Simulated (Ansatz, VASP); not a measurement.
# Two plane-wave programs on Cu

File INCAR:

```
  PREC = Accurate
  ENCUT = 520
  EDIFF = 1E-6
  ISMEAR = 0
  SIGMA = 0.15
  LREAL = False
  LASPH = True
  NELM = 100
  ALGO = Fast
  ISIF = 2
  LWAVE = False
  LCHARG = True
  GGA = PE
  LELF = True
  LVHAR = True
  NBANDS = 12
```

File KPOINTS:

```
Automatic mesh
0
Gamma
  22 22 22
```

Contents of POSCAR:

```
Cu
1.0
    0.0000000000      1.8978750000      1.8978750000
    1.8978750000      0.0000000000      1.8978750000
    1.8978750000      1.8978750000      0.0000000000
Cu
1
Direct
    0.0000000000      0.0000000000      0.0000000000
```

Input for Ansatz:

```yaml
crystal:
  lattice:
    - [0.0, 1.897875, 1.897875]
    - [1.897875, 0.0, 1.897875]
    - [1.897875, 1.897875, 0.0]
  atoms:
    - { symbol: Cu, position: [0.0, 0.0, 0.0] }
basis:
  ecutwfc: 420
kpoints:
  mp_grid: { grid: [22, 22, 22] }
hamiltonian:
  xc: pbe
scf:
  occupations: { method: gaussian, width: 0.15 }
output:
  forces: true
  stress: true
  eigenvalues: true
```

Change from the starting cell: strain +0.050 along x and y, +0.050 along z, atoms carried along.

Alike in both runs: task single point; functional PBE; k mesh 22 × 22 × 22; occupations gaussian, width 0.15 eV; no spin polarisation.

```csv
,VASP,Ansatz
version,VASP 6.6.1,Ansatz 0.2.0
potentials or method,"VASP PAW PBE potentials, release 64 (Cu), cutoff 520 eV","scalar-relativistic, plane waves, PAW"
valence electrons in the cell,11,19
```

VASP gave:

- gap on the k mesh at the Fermi level (eV): none
- pressure (GPa): -12.1

Which values does Ansatz return?

gap on the k mesh at the Fermi level (eV): none; pressure (GPa): -13.5.

A gap of «none» marks a metal or a gap that the smearing closes. The functional is the same, so the differences come from potentials, cutoffs and numerics. VASP's potentials hold 11 valence electrons a cell and Ansatz's 19, so a difference there can come from the potentials and not from the codes.
